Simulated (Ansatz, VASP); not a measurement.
## Ge in VASP and in Ansatz

File POSCAR:

```
Ge
1.0
    0.0000000000      2.8360149687      2.8360149687
    2.8360149687      0.0000000000      2.8360149687
    2.8360149687      2.8360149687      0.0000000000
Ge
2
Direct
    0.5000000000      0.5000000000      0.5000000000
    0.7500000000      0.7500000000      0.7500000000
```

Contents of INCAR.step1:

```
PREC = Accurate ; ENCUT = 520
ISMEAR = -1 ; SIGMA = 1.0
LREAL = False ; LASPH = True
NELM = 100 ; NBANDS = 21
GGA = PE ; ALGO = Normal
EDIFF = 1E-4 ; LWAVE = True
LCHARG = False
```

Contents of INCAR.step2:

```
PREC = Accurate ; ENCUT = 520
EDIFF = 1E-6 ; ISMEAR = -1
SIGMA = 1.0 ; LREAL = False
LASPH = True ; NELM = 100
ALGO = Normal ; ISIF = 2
LWAVE = False ; LCHARG = False
METAGGA = R2SCAN ; LMIXTAU = True
NBANDS = 21 ; ISTART = 1
```

File KPOINTS:

```
Automatic mesh
0
Gamma
  10 10 10
```

Input for Ansatz:

```yaml
crystal:
  lattice:
    - [0.0, 2.8360149687, 2.8360149687]
    - [2.8360149687, 0.0, 2.8360149687]
    - [2.8360149687, 2.8360149687, 0.0]
  atoms:
    - { symbol: Ge, position: [0.5, 0.5, 0.5] }
    - { symbol: Ge, position: [0.75, 0.75, 0.75] }
hamiltonian:
  xc: r2scan
  pseudopotentials:
    kind: paw
    azcp:
      Ge: "pseudopotentials/Ge.paw.azcp"
basis:
  ecutwfc: 500
  fft_grid_basis: typed
kpoints:
  mp_grid: { grid: [10, 10, 10], shift: [0, 0, 0] }
magnetization:
  spin_polarized: false
scf:
  occupations: { method: fermi_dirac, width: 1.0 }
  lower_state_search: "off"
output:
  stress: true
```

Alike in both runs: task single point; functional r2SCAN; k mesh 10 × 10 × 10; occupations fermi-dirac, width 1 eV; no spin polarisation.

|  | VASP | Ansatz |
| --- | --- | --- |
| version | VASP 6.6.1 | Ansatz 0.2.0 |
| potentials or method | VASP PAW PBE potentials, release 64 (Ge_d), cutoff 520 eV | plane waves (500 eV) with PAW, scalar-relativistic |
| valence electrons in the cell | 28 | 28 |

|  | VASP | Ansatz | Ansatz less VASP |
| --- | --- | --- | --- |
| pressure (GPa) | 4.6 | 4.6 | -0.02 |

VASP's potentials were made for PBE, not for r2SCAN.
